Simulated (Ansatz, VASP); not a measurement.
## Two plane-wave programs on Zn2SiN

```
Zn Si N
1.0
     3.78812    0.00000    0.00000
     0.00000    3.78812    0.00000
     0.00000    0.00000    3.58094
Zn Si N
2 1 1
Direct
  0.00000 0.50000 0.50000
  0.50000 0.00000 0.50000
  0.50000 0.50000 0.00000
  0.00000 0.00000 0.00000
```

Change from the starting cell: species swapped into the YAgSn2 type (P4/mmm, No. 123).

Alike in both runs: task single point; functional PBE; k mesh 4 × 4 × 6; occupations gaussian, width 0.1 eV; no spin polarisation.

|  | VASP | Ansatz |
| --- | --- | --- |
| version | VASP 6.6.1 | Ansatz 0.2.0 |
| potentials or method | VASP PAW PBE potentials, release 64 (Zn, Si, N), cutoff 600 eV | scalar-relativistic, plane waves, PAW |
| valence electrons in the cell | 33 | 33 |

```tsv
	VASP	Ansatz	Ansatz less VASP
gap on the k mesh at the Fermi level (eV)	none	none	-
pressure (GPa)	3.0	2.8	-0.16
traceless stress, the component that is largest in VASP (GPa)	0.36	0.36	+0.001
```

A gap of «none» marks a metal or a gap that the smearing closes. With one functional, cell and mesh, what is left measures potentials, basis and numerics.

The k mesh is coarse, so the values compare programs but aren't converged.
